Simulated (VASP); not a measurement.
Input of a VASP 6.6.1 run:

The input INCAR:

```
SYSTEM = TiW
PREC     = Accurate       ! precision mode
ENCUT    = 520            ! plane-wave cutoff, eV
EDIFF    = 1E-6           ! SCF threshold, eV
ISMEAR   = -1             ! smearing method
SIGMA    = 0.1            ! smearing width, eV
LREAL    = .FALSE.        ! projectors in reciprocal space
LASPH    = .TRUE.         ! aspherical terms in the spheres
NELM     = 60             ! most SCF steps
ALGO     = Normal         ! electronic algorithm
ISIF     = 2              ! what is computed and relaxed
LWAVE    = .FALSE.        ! write WAVECAR
LCHARG   = .TRUE.         ! write CHGCAR
LELF     = .TRUE.         ! ELF
LVHAR    = .TRUE.       
NBANDS   = 20             ! bands
```

Contents of KPOINTS:

```
regular mesh
0
G
  11 11 7
  0 0 0
```

File POSCAR:

```
TiW
1.0
    1.5611957690     -2.2086042283      0.0000000000
    1.5611957690      2.2086042283      0.0000000000
    0.0000000000      0.0000000000      4.3769082841
Ti W
1 1
Direct
    0.0000000000      0.0000000000      0.0000000000
    0.5000000000      0.5000000000      0.5000000000
```

Potentials or basis: VASP PAW LDA potentials, release 64 (Ti_sv, W_sv).

Command:

```bash
$ cat potpaw_LDA.64/Ti_sv/POTCAR potpaw_LDA.64/W_sv/POTCAR > POTCAR
$ mpirun -np 1 vasp_std > vasp.out
```

Q: What does it give for the pressure?

A: 3.1 GPa.

Q: Predict the band gap on the k mesh.

A: Zero (band 13 reaches 11.78 eV, above the bottom of band 14 at 9.65 eV).

Stress tensor (GPa, compression positive):
```
2.23 0.00 0.00
0.00 4.51 0.00
0.00 0.00 2.65
```

Caveat: spin-orbit coupling is left out, which moves the levels of the heavy elements.
